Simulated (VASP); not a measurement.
Set up this calculation in VASP 6.6.1, as the native input.

* Task: electric field gradients
* Functional: PBEsol
* Potentials or basis: VASP PAW PBE potentials, release 64 (Bi_d)
* Cutoff: 520 eV
* k mesh: 10 × 10 × 10
* Occupations: fermi-dirac, width 0.03 eV
* Spin: no spin polarisation
* Dipole correction: no
* Further INCAR settings: ALGO = Normal; EDIFF = 1e-08; NBANDS = 22

The structure of Bi lies in POSCAR:

```
Bi
1.0
    2.2805512278      1.3166768653      3.9671363091
   -2.2805512278      1.3166768653      3.9671363091
    0.0000000000     -2.6333537305      3.9671363091
Bi
2
Direct
    0.2338900000      0.2338900000      0.2338900000
    0.7661100000      0.7661100000      0.7661100000
```

One way to write it, as run:

INCAR

```
SYSTEM = Bi
PREC = Accurate ; ENCUT = 520
EDIFF = 1E-8 ; ISMEAR = -1
SIGMA = 0.03 ; LREAL = .False.
LASPH = .True. ; NELM = 60
ALGO = Normal ; ISIF = 2
LWAVE = .False. ; LCHARG = .False.
GGA = PS ; LEFG = .True.
NBANDS = 22
```

KPOINTS

```
Automatic mesh
0
Gamma
  10 10 10
  0 0 0
```

Potentials or basis: VASP PAW PBE potentials, release 64 (Bi_d).

Command:

```bash
$ cat potpaw_PBE.64/Bi_d/POTCAR > POTCAR
$ mpirun -np 1 vasp_std > vasp.out
```

Results of the run:

* Pressure: -1.2 GPa
* Largest force: 0.074 eV/Å
* Band gap on the k mesh: zero (bands 15 and 16 overlap by 0.21 eV)
* Largest electric field gradient by atom: Bi -28.4 V/Å²

Caveat: without QUAD_EFG the Cq values of the log hold for a quadrupole moment of 1 mb, not for the nuclei; the PAW data sets were made with another functional, which shifts forces and pressure a little; spin-orbit coupling is left out, which moves the levels of the heavy elements.

It took 2.4 min on 1 thread of Intel(R) Xeon(R) Platinum 8488C (Sapphire Rapids) (shared host), peak memory 0.29 GiB.
